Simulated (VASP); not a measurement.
Here is a VASP 6.6.1 calculation.

Contents of INCAR:

```
PREC     = Accurate       # precision mode
ENCUT    = 520            # plane-wave cutoff, eV
EDIFF    = 1E-6           # SCF threshold, eV
ISMEAR   = -1             # smearing method
SIGMA    = 0.05           # smearing width, eV
LREAL    = False          # projectors in reciprocal space
LASPH    = True           # aspherical terms in the spheres
NELM     = 150            # most SCF steps
ALGO     = Normal         # electronic algorithm
ISIF     = 2              # what is computed and relaxed
LWAVE    = False          # write WAVECAR
LCHARG   = False          # write CHGCAR
ISPIN    = 2              # spin polarisation
MAGMOM   = 2              # initial moments
LORBIT   = 11             # projections on sites
LMAXMIX  = 4              # l up to which the mixer works
GGA      = PE             # functional
NBANDS   = 16             # bands
```

File KPOINTS:

```
regular mesh
0
Gamma
  12 12 12
```

Contents of POSCAR:

```
V
1.0
   -1.5243791002      1.5243791002      1.5243791002
    1.5243791002     -1.5243791002      1.5243791002
    1.5243791002      1.5243791002     -1.5243791002
V
1
Direct
    0.0000000000      0.0000000000      0.0000000000
```

Potentials or basis: VASP PAW PBE potentials, release 64 (V_sv).

Run with:

```sh
$ cat potpaw_PBE.64/V_sv/POTCAR > POTCAR
$ mpirun -np 1 vasp_std > vasp.out
```

Q: Predict the pressure.

A: -8.2 GPa.

Q: Estimate the net moment.

A: 0.00 μB per cell.
